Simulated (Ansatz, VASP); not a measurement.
## One calculation of BaTiO3, two programs

INCAR

```
SYSTEM = BaTiO3
PREC = Accurate ; ENCUT = 520
EDIFF = 1E-7 ; ISMEAR = 0
SIGMA = 0.05 ; LREAL = .False.
LASPH = .True. ; NELM = 60
ALGO = Normal ; ISIF = 2
LWAVE = .False. ; LCHARG = .False.
GGA = PE ; NBANDS = 28
```

Contents of KPOINTS:

```
regular mesh
0
Gamma
  8 8 8
  0 0 0
```

File POSCAR:

```
BaTiO3
1.0
    4.0192501416      0.0000000000      0.0000000000
    0.0000000000      4.0192501416      0.0000000000
    0.0000000000      0.0000000000      4.0192501416
Ba Ti O
1 1 3
Direct
    0.5043982506      0.4956017494      0.5000000000
    0.0000000000      0.0000000000      0.0000000000
    0.5000000000      0.0000000000      0.0000000000
    0.0000000000      0.5000000000      0.0000000000
    0.0000000000      0.0000000000      0.5000000000
```

Input for Ansatz:

```yaml
crystal:
  lattice:
    - [4.0192501416, 0.0, 0.0]
    - [0.0, 4.0192501416, 0.0]
    - [0.0, 0.0, 4.0192501416]
  atoms:
    - { symbol: Ba, position: [0.5043982506, 0.4956017494, 0.5] }
    - { symbol: Ti, position: [0.0, 0.0, 0.0] }
    - { symbol: O, position: [0.5, 0.0, 0.0] }
    - { symbol: O, position: [0.0, 0.5, 0.0] }
    - { symbol: O, position: [0.0, 0.0, 0.5] }
basis:
  ecutwfc: 420
kpoints:
  mp_grid: { grid: [8, 8, 8] }
hamiltonian:
  xc: pbe
scf:
  occupations: { method: gaussian, width: 0.05 }
output:
  forces: true
  stress: true
  eigenvalues: true
```

Change from the starting cell: all Ba atoms moved +0.025 Å, as atom 1 along Cartesian [1 -1 0].

Alike in both runs: task single point; functional PBE; k mesh 8 × 8 × 8; occupations gaussian, width 0.05 eV; no spin polarisation.

```csv
,VASP,Ansatz
version,VASP 6.6.1,Ansatz 0.2.0
potentials or method,"VASP PAW PBE potentials, release 64 (Ba_sv, Ti_sv, O), cutoff 520 eV","scalar-relativistic, plane waves, PAW"
valence electrons in the cell,40,40
```

|  | VASP | Ansatz | Ansatz less VASP |
| --- | --- | --- | --- |
| gap on the k mesh at the Fermi level (eV) | 1.72 | 1.78 | +0.065 |
| least direct gap on the mesh (eV) | 1.88 | 1.90 | +0.026 |
| pressure (GPa) | 1.7 | 0.0 | -1.71 |
| rms of the force components (eV/Å) | 0.047 | 0.043 | -0.0041 |

Atom by atom the forces differ by 0.005 eV/Å (rms over components).

Spin-orbit coupling is off throughout.
